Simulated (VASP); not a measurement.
La: relaxation of cell and atoms with r2SCAN

Crystal: La.

```
CELL_PARAMETERS angstrom
-2.12383 2.12383 2.12383
2.12383 -2.12383 2.12383
2.12383 2.12383 -2.12383
ATOMIC_POSITIONS crystal
La 0.00000 0.00000 0.00000
```

This isn't the form of La at room conditions, which is double hcp.

```json
{
  "Program": "VASP 6.6.1",
  "Task": "relaxation of cell and atoms",
  "Functional": "r2SCAN",
  "Potentials or basis": "VASP PAW PBE potentials, release 64 (La)",
  "Cutoff": "600 eV",
  "k mesh": "7 × 7 × 7",
  "Occupations": "fermi-dirac, width 0.1 eV",
  "Spin": "no spin polarisation",
  "Target pressure": "20 GPa",
  "Dipole correction": "no",
  "Further INCAR settings": "ALGO = Normal; EDIFF = 1e-06; IBRION = 2; EDIFFG = -0.03; NSW = 80; ISIF = 3"
}
```

| Item | Value |
| --- | --- |
| Relaxed volume | 24.73 Å³/atom |
| Relaxed cell | a = 3.179 Å, b = 3.179 Å, c = 3.179 Å, α = 109.47°, β = 109.47°, γ = 109.47° |
| Space group after relaxing (to 0.1 Å) | Im-3m (No. 229) |
| Energy change on relaxing (the run minimises the enthalpy) | +667.1 meV/atom |
| Ionic steps | 5 |
| Pressure after relaxing | 19.9 GPa |
| Band gap on the k mesh | zero (an odd number of electrons rules out a gap without spin polarisation) |

Step by step:
```csv
step,energy change (eV),largest force (eV/Å),pressure (GPa),volume (Å³)
1,0.0000,0.0000,0.25,38.32
2,2.4012,0.0000,78.56,17.64
3,0.6076,0.0000,18.68,25.22
4,0.6390,0.0000,19.38,24.96
5,0.6671,0.0000,19.90,24.73
```

Final structure:
```
CELL_PARAMETERS angstrom
-1.83536 1.83536 1.83536
1.83536 -1.83536 1.83536
1.83536 1.83536 -1.83536
ATOMIC_POSITIONS crystal
La 0.00000 0.00000 0.00000
```

Levels at points of the mesh, in eV from the Fermi level:
| k point | band 1 | band 2 | band 3 | band 4 | band 5 | band 6 | band 7 | band 8 | band 9 |
| --- | --- | --- | --- | --- | --- | --- | --- | --- | --- |
| (0.00, 0.00, 0.00) | -34.04 | -14.92 | -14.92 | -14.92 | -1.99 | 2.02 | 2.06 | 2.06 | 2.06 |

Run time: 8.5 min on 1 thread of Intel Xeon 8259CL, on a shared host, peak memory 0.21 GiB.

Caveat: the cell is relaxed towards a set pressure, so the run minimises the enthalpy, not the energy; the volume moved by over 15 % at a fixed basis, so the end points are rough; the PAW data sets were made with another functional, which shifts forces and pressure a little; spin-orbit coupling is left out, which moves the levels of the heavy elements.
